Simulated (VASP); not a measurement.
Here is a VASP 6.6.1 calculation.

INCAR

```
SYSTEM = CdSe
PREC = Accurate ; ENCUT = 500
EDIFF = 1E-6 ; ISMEAR = 1
SIGMA = 0.5 ; LREAL = .False.
LASPH = .True. ; NELM = 120
ALGO = Normal ; ISIF = 2
LWAVE = .False. ; LCHARG = .False.
GGA = PE ; NBANDS = 16
GGA_COMPAT = .False.
```

The input KPOINTS:

```
regular mesh
0
Gamma
  6 6 6
  0 0 0
```

The input POSCAR:

```
CdSe
1.0
    0.0000000000      2.8429458735      2.8429458735
    2.8429458735      0.0000000000      2.8429458735
    2.8429458735      2.8429458735      0.0000000000
Cd Se
1 1
Direct
    0.0000000000      0.0000000000      0.0000000000
    0.5000000000      0.5000000000      0.5000000000
```

Potentials or basis: VASP PAW PBE potentials, release 64 (Cd, Se).

Run with:

```console
$ cat potpaw_PBE.64/Cd/POTCAR potpaw_PBE.64/Se/POTCAR > POTCAR
$ mpirun -np 1 vasp_std > vasp.out
```

Task: Estimate the band gap on the k mesh.

Result: Zero (band 9 reaches 2.51 eV, above the bottom of band 10 at 2.10 eV).

Task: Estimate the pressure.

Result: 2.2 GPa.
